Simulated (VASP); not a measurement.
Wanted: the native input for a VASP 6.6.1 run.

| Property | Result |
| --- | --- |
| Task | single point |
| Functional | PBE |
| Potentials or basis | VASP PAW PBE potentials, release 64 (Ti_sv, Se) |
| Cutoff | 520 eV |
| k mesh | 4 × 4 × 4 |
| Occupations | gaussian, width 0.1 eV |
| Spin | collinear spin, ferromagnetic start |
| Starting moments | [1.0, 1.0, 1.0, 0.0] μB |
| Dipole correction | no |
| Further INCAR settings | ALGO = Normal; EDIFF = 1e-07; NBANDS = 33 |

The structure of Ti3Se lies in POSCAR:

```
Ti3Se
1.0
    4.1132981672      0.0000000000      0.0000000000
    0.0000000000      4.1132981672      0.0000000000
    0.0000000000      0.0000000000      4.1132981672
Ti Se
3 1
Direct
    0.0000000000      0.5000000000      0.5000000000
    0.5000000000      0.0000000000      0.5000000000
    0.5000000000      0.5000000000      0.0000000000
    0.0000000000      0.0000000000      0.0000000000
```

The input as run:

INCAR

```
SYSTEM = Ti3Se
PREC = Accurate
ENCUT = 520
EDIFF = 1E-7
ISMEAR = 0
SIGMA = 0.1
LREAL = .False.
LASPH = .True.
NELM = 150
ALGO = Normal
ISIF = 2
LWAVE = .False.
LCHARG = .False.
ISPIN = 2
MAGMOM = 1 1 1 0
LORBIT = 11
LMAXMIX = 4
GGA = PE
NBANDS = 33
```

KPOINTS

```
regular mesh
0
Gamma
  4 4 4
  0 0 0
```

Potentials or basis: VASP PAW PBE potentials, release 64 (Ti_sv, Se).

Launch:

```sh
$ cat potpaw_PBE.64/Ti_sv/POTCAR potpaw_PBE.64/Se/POTCAR > POTCAR
$ mpirun -np 1 vasp_std > vasp.out
```

Results of the run:

```
Pressure                                              : -8.8 GPa
Band gap on the k mesh                                : zero (filled and empty bands overlap)
Net moment                                            : 0.00 μB per cell
Valence electrons inside the program's atomic spheres : Ti 10.26; Se 3.79
```

Caveat: the k points lie up to 0.38 Å⁻¹ apart.

Wall time 40 s on 1 thread of Intel(R) Xeon(R) Platinum 8488C (Sapphire Rapids), with other jobs on the host, peak memory 0.21 GiB.
